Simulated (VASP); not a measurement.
Wanted: the native input for a VASP 6.6.1 run.

```yaml
Task: single point
Functional: PBEsol
Potentials_or_basis: VASP PAW PBE potentials, release 64 (Pd)
Cutoff: 520 eV
k_mesh: 23 × 23 × 23
Occupations: fermi-dirac, width 0.05 eV
Spin: collinear spin
Starting_moments: "[0.312] μB"
Dipole_correction: no
Further_INCAR_settings: ALGO = Normal; EDIFF = 1e-06; NBANDS = 15
```

The structure of Pd lies in POSCAR:

```
Pd
1.0
    0.0000000000      1.9391912856      1.9391912856
    1.9391912856      0.0000000000      1.9391912856
    1.9391912856      1.9391912856      0.0000000000
Pd
1
Direct
    0.0000000000      0.0000000000      0.0000000000
```

One way to write it, as run:

INCAR

```
PREC = Accurate
ENCUT = 520
EDIFF = 1E-6
ISMEAR = -1
SIGMA = 0.05
LREAL = F
LASPH = T
NELM = 150
ALGO = Normal
ISIF = 2
LWAVE = F
LCHARG = F
ISPIN = 2
MAGMOM = 0.312
LORBIT = 11
LMAXMIX = 4
GGA = PS
NBANDS = 15
```

KPOINTS

```
regular mesh
0
Gamma
  23 23 23
```

Potentials or basis: VASP PAW PBE potentials, release 64 (Pd).

Command:

```bash
$ cat potpaw_PBE.64/Pd/POTCAR > POTCAR
$ mpirun -np 1 vasp_std > vasp.out
```

Results of the run:

```
Pressure                                              : -0.8 GPa
Band gap on the k mesh                                : zero (filled and empty bands overlap)
Net moment                                            : 0.00 μB per cell
Valence electrons inside the program's atomic spheres : Pd 9.45
```

Caveat: the PAW data sets were made with another functional, which shifts forces and pressure a little.

Wall time 110 s on 1 thread of Intel(R) Xeon(R) Platinum 8375C CPU @ 2.90GHz (Ice Lake), on a shared host, peak memory 0.23 GiB.
